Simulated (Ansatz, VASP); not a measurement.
Two plane-wave programs on AlP

```
Al P
1.0
     0.00000    2.73926    2.73926
     2.73926    0.00000    2.73926
     2.73926    2.73926    0.00000
Al P
1 1
Cartesian
  0.0000 0.0000 0.0000
  1.3696 1.3696 1.3696
```

Alike in both runs: task single point; functional PBEsol; k mesh 6 × 6 × 6; occupations methfessel-paxton of order 1, width 0.2 eV; no spin polarisation.

```csv
,VASP,Ansatz
version,VASP 6.6.1,Ansatz 0.2.0
potentials or method,"VASP PAW PBE potentials, release 64 (Al, P)",plane waves
plane-wave cutoff (eV),500,420
valence electrons in the cell,8,8
```

|  | VASP | Ansatz | Ansatz less VASP |
| --- | --- | --- | --- |
| pressure (GPa) | -0.3 | -0.3 | -0.03 |

VASP's potentials were made for PBE, not for PBEsol.
